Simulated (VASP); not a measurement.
Input of a VASP 6.6.1 run:

INCAR

```
SYSTEM = KCl
PREC = Accurate ; ENCUT = 520
EDIFF = 1E-8 ; ISMEAR = -1
SIGMA = 0.03 ; LREAL = .False.
LASPH = .True. ; NELM = 80
ALGO = Normal ; ISIF = 2
LWAVE = .False. ; LCHARG = .False.
GGA = PE ; LEFG = .True.
NBANDS = 15
```

File KPOINTS:

```
regular mesh
0
Gamma
  7 7 7
  0 0 0
```

File POSCAR:

```
KCl
1.0
    0.0315610000      3.1561000000      3.1561000000
    3.1561000000      0.0315610000      3.1561000000
    3.1876610000      3.1876610000      0.0000000000
K Cl
1 1
Direct
    0.0000000000      0.0000000000      0.0000000000
    0.5000000000      0.5000000000      0.5000000000
```

Potentials or basis: VASP PAW PBE potentials, release 64 (K_sv, Cl).

Run with:

```sh
$ cat potpaw_PBE.64/K_sv/POTCAR potpaw_PBE.64/Cl/POTCAR > POTCAR
$ mpirun -np 1 vasp_std > vasp.out
```

Task: What does it give for the pressure?

Result: 0.6 GPa.

Task: Estimate the band gap on the k mesh.

Result: 5.14 eV.

Stress tensor (GPa, compression positive):
```
 0.60 -0.13  0.00
-0.13  0.60  0.00
 0.00  0.00  0.60
```

Caveat: the cell differs from its parent crystal (xy shear strain of +2 %); without QUAD_EFG the Cq values of the log hold for a quadrupole moment of 1 mb, not for the nuclei. A k mesh can miss the band edges.
